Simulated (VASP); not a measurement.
# Ru (P6_3/mmc) in VASP: notebook

Ru is run at these levels: LDA; tasks: single point.

All numbers are computed with VASP 6.6.1; they aren't measurements. Logs are shortened: lines on timing, memory, paths and dates and some standing lists are left out, and cuts for length are marked.

## Step 1: The cell of the first run

The structure is hexagonal, space group P6_3/mmc (No. 194). The conventional cell has a = 2.678 Å, b = 2.678 Å, c = 4.218 Å, α = 90.00°, β = 90.00°, γ = 120.00°. Ru (site symmetry -6m2) has 12 Ru at 2.61 to 2.68 Å within 3.4 Å.

## Step 2: Single point, LDA

Input file INCAR:

```
SYSTEM = Ru
PREC = Accurate ; ENCUT = 520
EDIFF = 1E-6 ; ISMEAR = 1
SIGMA = 0.1 ; LREAL = .FALSE.
LASPH = .TRUE. ; NELM = 80
ALGO = Normal ; ISIF = 2
LWAVE = .FALSE. ; LCHARG = .FALSE.
NBANDS = 21
```

Input file KPOINTS:

```
regular mesh
0
G
  13 13 8
  0 0 0
```

Input file POSCAR:

```
Ru
1.0
    2.6775346364      0.0000000000      0.0000000000
   -1.3387673182      2.3188130146      0.0000000000
    0.0000000000      0.0000000000      4.2181251212
Ru
2
Direct
    0.3333333333      0.6666666667      0.2500000000
    0.6666666667      0.3333333333      0.7500000000
```

Potentials or basis: VASP PAW LDA potentials, release 64 (Ru_pv).

Started as:

```bash
> cat potpaw_LDA.64/Ru_pv/POTCAR > POTCAR
> mpirun -np 1 vasp_std > vasp.out
```

OUTCAR:

```text
SYSTEM = Ru
   PREC = Accurate
   ENCUT = 520
   EDIFF = 1E-6
   ISMEAR = 1
   LREAL = .FALSE.
   LASPH = .TRUE.
   NELM = 80
   ISIF = 2

 ion  position               nearest neighbor table
   1  0.333  0.667  0.250-   2 2.61   2 2.61   2 2.61   2 2.61   2 2.61   2 2.61
   2  0.667  0.333  0.750-   1 2.61   1 2.61   1 2.61   1 2.61   1 2.61   1 2.61

  LATTYP: Found a hexagonal cell.
 ALAT       =     2.6775346364
 C/A-ratio  =     1.5753764914

  Lattice vectors:

 A1 = (   2.6775346364,   0.0000000000,   0.0000000000)
 A2 = (  -1.3387673182,   2.3188130146,   0.0000000000)
 A3 = (   0.0000000000,   0.0000000000,   4.2181251212)

Analysis of symmetry for initial positions (statically):
=====================================================================
 Subroutine PRICEL returns:
 Original cell was already a primitive cell.

 Routine SETGRP: Setting up the symmetry group for a
 hexagonal supercell.

 Subroutine GETGRP returns: Found 24 space group operations
 (whereof 12 operations were pure point group operations)
 out of a pool of 24 trial point group operations.

The static configuration has the point symmetry D_3d.
 The point group associated with its full space group is D_6h.

Analysis of symmetry for dynamics (positions and initial velocities):
=====================================================================
 Subroutine PRICEL returns:
 Original cell was already a primitive cell.

 Routine SETGRP: Setting up the symmetry group for a
 hexagonal supercell.

 Subroutine GETGRP returns: Found 24 space group operations
 (whereof 12 operations were pure point group operations)
 out of a pool of 24 trial point group operations.

The dynamic configuration has the point symmetry D_3d.
 The point group associated with its full space group is D_6h.

 Subroutine INISYM returns: Found 24 space group operations
 (whereof 12 operations are pure point group operations),
 and found     1 'primitive' translations

----------------------------------------------------------------------------------------

                                     Primitive cell

  volume of cell :      26.1891

  direct lattice vectors                    reciprocal lattice vectors
     2.677534636  0.000000000  0.000000000     0.373477895  0.215627563  0.000000000
    -1.338767318  2.318813015  0.000000000     0.000000000  0.431255127  0.000000000
     0.000000000  0.000000000  4.218125121     0.000000000  0.000000000  0.237072152

  length of vectors
     2.677534636  2.677534636  4.218125121     0.431255127  0.431255127  0.237072152

  position of ions in fractional coordinates (direct lattice)
     0.333333333  0.666666667  0.250000000
     0.666666667  0.333333333  0.750000000

  ion indices of the primitive-cell ions
   primitive index   ion index
                 1           1
                 2           2

----------------------------------------------------------------------------------------

 KPOINTS: regular mesh

Automatic generation of k-mesh.
 Grid dimensions read from file:
 generate k-points for:   13   13    8

 Generating k-lattice:

  Cartesian coordinates                     Fractional coordinates (reciprocal lattice)
     0.028729069  0.016586736  0.000000000     0.076923077  0.000000000  0.000000000
     0.000000000  0.033173471  0.000000000     0.000000000  0.076923077  0.000000000
     0.000000000  0.000000000  0.029634019     0.000000000  0.000000000  0.125000000

  Length of vectors
     0.033173471  0.033173471  0.029634019

  Shift w.r.t. Gamma in fractional coordinates (k-lattice)
     0.000000000  0.000000000  0.000000000

 Subroutine IBZKPT returns following result:
 ===========================================

 Found    105 irreducible k-points:

 Following reciprocal coordinates:
            Coordinates               Weight
  0.000000  0.000000  0.000000      1.000000
  0.076923  0.000000  0.000000      6.000000
  0.153846  0.000000  0.000000      6.000000
  0.230769  0.000000  0.000000      6.000000
  0.307692  0.000000  0.000000      6.000000
  0.384615  0.000000  0.000000      6.000000
[... 16 lines left out ...]
  0.076923  0.000000  0.125000     12.000000
  0.153846  0.000000  0.125000     12.000000
 [... further k-points ...]
   k-points           NKPTS =    105   k-points in BZ     NKDIM =    105   number of bands    NBANDS=     21
   number of dos      NEDOS =    301   number of ions     NIONS =      2
   total plane-waves  NPLWV =  12800
   dimension x,y,z NGX =    20 NGY =   20 NGZ =   32
   dimension x,y,z NGXF=    40 NGYF=   40 NGZF=   64
   ions per type =               2
   NGX,Y,Z   is equivalent  to a cutoff of  12.42, 12.42, 12.61 a.u.
   NGXF,Y,Z  is equivalent  to a cutoff of  24.84, 24.84, 25.22 a.u.
 SYSTEM =  Ru
   PREC   = accura    normal or accurate (medium, high low for compatibility)
   ISTART =      0    job   : 0-new  1-cont  2-samecut
   ICHARG =      2    charge: 1-file 2-atom 10-const
   ISPIN  =      1    spin polarized calculation?
   LNONCOLLINEAR =      F non collinear calculations
   LSORBIT =      F    spin-orbit coupling
   LASPH  =      T    aspherical Exc in radial PAW
   ENCUT  =  520.0 eV  38.22 Ry    6.18 a.u.   4.98  4.98  7.84*2*pi/ulx,y,z
   NELM   =     80;   NELMIN=  2; NELMDL= -5     # of ELM steps
   EDIFF  = 0.1E-05   stopping-criterion for ELM
   LREAL  =      F    real-space projection
   EDIFFG = 0.1E-04   stopping-criterion for IOM
   NSW    =      0    number of steps for IOM
   IBRION =     -1    ionic relax: 0-MD 1-quasi-New 2-CG
   NFREE  =      0    steps in history (QN), initial steepest desc. (CG)
   ISIF   =      2    stress and relaxation
   ISYM   =      2    0-nonsym 1-usesym 2-fastsym
   POTIM  = 0.5000    time-step for ionic-motion
   TEBEG  =    0.0;   TEEND  =   0.0 temperature during run
   PSTRESS=    0.0 pullay stress
   NELECT =      28.0000    total number of electrons
   NUPDOWN=      -1.0000    fix difference up-down
   EMIN   =  10.00;   EMAX   =-10.00  energy-range for DOS
   EFERMI =   0.00;   METHOD = LEGACY
   ISMEAR =     1;   SIGMA  =   0.10  broadening in eV -4-tet -1-fermi 0-gaus
   EFERMI_NEDOS =   21; number of points for ismear=-14 and -15
   IALGO  =     38    algorithm
   IMIX   =      4    mixing-type and parameters
     AMIX     =   0.40;   BMIX     =  1.00
     AMIX_MAG =   1.60;   BMIX_MAG =  1.00
  volume/ion in A,a.u.               =      13.09        88.37
  Fermi-wavevector in a.u.,A,eV,Ry     =   1.673995  3.163391 38.127038  2.802258
  Thomas-Fermi vector in A             =   2.758868
   LORBIT       =      0    0 simple, 1 ext, 2 COOP (PROOUT), +10 PAW based schemes
   GGA     = CA    functional components
   LHFCALC =     F    Hartree Fock is set to
   AEXX    =    0.0000 exact exchange contribution
   IVDW    =     0    specifies the selected vdW correction
   LEPSILON=     F    determine dielectric tensor
   LRPA    =     F    only Hartree local field effects (RPA)
 non-spin polarized calculation
 Methfessel and Paxton  Order N= 1 SIGMA  =   0.10
  energy-cutoff  :      520.00
  volume of cell :       26.19
 maximum number of plane-waves:       724
 NGX is ok and might be reduce to    20
   NGX =  9   NGY =  9   NGZ = 15

 number of electron      27.9999992 magnetization

 Free energy of the ion-electron system (eV)
  ---------------------------------------------------
  ext. energy  EPLUGINS =         0.00000000
  ---------------------------------------------------
  free energy    TOTEN  =       -21.38905592 eV

  energy without entropy =      -21.39010835  energy(sigma->0) =      -21.38940673

 E-fermi :  13.4324     XC(G=0): -14.6040

 val. band max:       13.4229898354   @ k =   0.0769   0.0000   0.3750
 cond. band min:      13.4519321037   @ k =   0.3077   0.1538   0.2500
 fundamental gap:      0.0289422683
 Fermi energy:        13.4324216824

 k-point     1 :       0.0000    0.0000    0.0000
  band No.  band energies     occupation
      1     -30.2446      2.00000
      2     -29.1755      2.00000
      3     -29.1755      2.00000
      4     -28.9777      2.00000
      5     -28.9777      2.00000
      6     -28.9240      2.00000
[... 13 lines left out ...]
     20      23.3097      0.00000
     21      24.1677      0.00000

 k-point     2 :       0.0769    0.0000    0.0000
  band No.  band energies     occupation
      1     -30.2216      2.00000
      2     -29.2242      2.00000
      3     -29.1920      2.00000
      4     -29.0286      2.00000
      5     -28.9841      2.00000
      6     -28.9349      2.00000
[... 13 lines left out ...]
     20      23.3096      0.00000
     21      24.1339      0.00000

 k-point     3 :       0.1538    0.0000    0.0000
  band No.  band energies     occupation
      1     -30.1550      2.00000
      2     -29.3592      2.00000
      3     -29.2366      2.00000
      4     -29.1669      2.00000
      5     -29.0030      2.00000
      6     -28.9678      2.00000
[... 13 lines left out ...]
     20      23.3096      0.00000
     21      24.0159      0.00000

 k-point     4 :       0.2308    0.0000    0.0000
  band No.  band energies     occupation
      1     -30.0527      2.00000
      2     -29.5495      2.00000
      3     -29.3555      2.00000
      4     -29.2968      2.00000
      5     -29.0318      2.00000
      6     -29.0225      2.00000
[... 13 lines left out ...]
     20      23.3095      0.00000
     21      23.8242      0.00000

 k-point     5 :       0.3077    0.0000    0.0000
  band No.  band energies     occupation
      1     -29.9275      2.00000
      2     -29.7511      2.00000
      3     -29.5483      2.00000
      4     -29.3584      2.00000
      5     -29.0969      2.00000
      6     -29.0640      2.00000
[... 13 lines left out ...]
     20      23.3093      0.00000
     21      23.6140      0.00000
[... 382 lines left out ...]
     20      23.3103      0.00000
     21      23.3105      0.00000

 k-point    22 :       0.0000    0.0000    0.1250
  band No.  band energies     occupation
      1     -30.1972      2.00000
      2     -29.1680      2.00000
      3     -29.1680      2.00000
      4     -28.9853      2.00000
      5     -28.9853      2.00000
      6     -28.9774      2.00000
[... 13 lines left out ...]
     20      23.3096      0.00000
     21      24.9363      0.00000

 k-point    23 :       0.0769    0.0000    0.1250
  band No.  band energies     occupation
      1     -30.1765      2.00000
      2     -29.2155      2.00000
      3     -29.1842      2.00000
      4     -29.0563      2.00000
      5     -28.9921      2.00000
      6     -28.9665      2.00000
[... 13 lines left out ...]
     20      23.3096      0.00000
     21      24.9227      0.00000

 k-point    24 :       0.1538    0.0000    0.1250
  band No.  band energies     occupation
      1     -30.1179      2.00000
      2     -29.3465      2.00000
      3     -29.2278      2.00000
      4     -29.2008      2.00000
      5     -29.0121      2.00000
      6     -28.9877      2.00000
[... 13 lines left out ...]
     20      23.3096      0.00000
     21      24.8819      0.00000

 [... further k-points ...]
[... 5 lines left out ...]
  --------------------------------------------------------------------------------------
  -------------------------------------------------------------------------------------
  Total        0.1496706      0.1496706      0.0529355     -0.0000000      0.0000000     -0.0000000
  in kB        9.1564433      9.1564433      3.2384512     -0.0000000      0.0000000     -0.0000000
  external PRESSURE =       7.1837793 kB  Pullay stress =       0.0000000 kB

 VOLUME and BASIS-vectors are now :
 -----------------------------------------------------------------------------
  energy-cutoff  :      520.00
  volume of cell :       26.19
      direct lattice vectors                 reciprocal lattice vectors
     2.677534636  0.000000000  0.000000000     0.373477895  0.215627563  0.000000000
    -1.338767318  2.318813015  0.000000000     0.000000000  0.431255127  0.000000000
     0.000000000  0.000000000  4.218125121     0.000000000  0.000000000  0.237072152

 POSITION                                       TOTAL-FORCE (eV/Angst)
 -----------------------------------------------------------------------------------
     -0.00000      1.54588      1.05453        -0.000000      0.000000      0.000000
      1.33877      0.77294      3.16359         0.000000     -0.000000      0.000000
 -----------------------------------------------------------------------------------
    total drift:                               -0.000000      0.000000     -0.000000

  FREE ENERGIE OF THE ION-ELECTRON SYSTEM (eV)
  ---------------------------------------------------
  free  energy   TOTEN  =       -21.3890559154 eV

  energy  without entropy=      -21.3901083514  energy(sigma->0) =      -21.38940673
```

Wall time 23 s (1 thread of Intel Xeon Platinum 8488C (Sapphire Rapids), shared host); peak memory 0.16 GiB.

Results:

* Free energy: -21.3891 eV
* Pressure: 0.7 GPa
* Band gap on the k mesh: zero (bands 14 and 15 overlap by 3.28 eV)

Levels at points of the mesh, in eV from the Fermi level:
| k point | band 10 | band 11 | band 12 | band 13 | band 14 | band 15 | band 16 | band 17 | band 18 | band 19 |
| --- | --- | --- | --- | --- | --- | --- | --- | --- | --- | --- |
| (0.00, 0.00, 0.00) | -2.83 | -2.59 | -2.09 | -2.09 | -1.57 | -1.57 | 1.20 | 1.20 | 1.33 | 9.87 |
| (0.00, 0.00, 0.50) | -3.01 | -3.01 | -3.01 | -2.88 | -2.88 | 0.53 | 0.53 | 0.53 | 0.53 | 9.88 |

## Step 3: Single point, LDA

Input file INCAR:

```
PREC = Accurate
ENCUT = 520
EDIFF = 1E-6
ISMEAR = 1
SIGMA = 0.2
LREAL = False
LASPH = True
NELM = 60
ALGO = Normal
ISIF = 2
LWAVE = False
LCHARG = True
GGA = CA
LELF = True
LVHAR = True
NBANDS = 21
```

Input file KPOINTS:

```
regular mesh
0
Gamma
  13 13 8
```

POSCAR is that of step 2.

Potentials or basis: VASP PAW LDA potentials, release 64 (Ru_pv).

Started as:

```bash
> cat potpaw_LDA.64/Ru_pv/POTCAR > POTCAR
> mpirun -np 1 vasp_std > vasp.out
```

It took 27 s on 1 thread of Intel Xeon Platinum 8488C (Sapphire Rapids), shared host; peak memory 0.16 GiB.

It converged, with:

```yaml
Free_energy: -21.3883 eV
Pressure: 0.7 GPa
Band_gap_on_the_k_mesh: zero (bands 14 and 15 overlap by 3.28 eV)
```

Stress tensor (GPa, compression positive):
```
0.93 0.00 0.00
0.00 0.93 0.00
0.00 0.00 0.34
```

Levels at points of the mesh, in eV from the Fermi level:
```
           k point  band 11  band 12  band 13  band 14  band 15  band 16  band 17  band 18
(0.00, 0.00, 0.00)    -2.59    -2.09    -2.09    -1.56    -1.56     1.21     1.21     1.34
(0.00, 0.00, 0.50)    -3.01    -3.01    -2.87    -2.87     0.54     0.54     0.54     0.54
```

The gap in the log of VASP goes by the Fermi energy; the results here count the filled bands.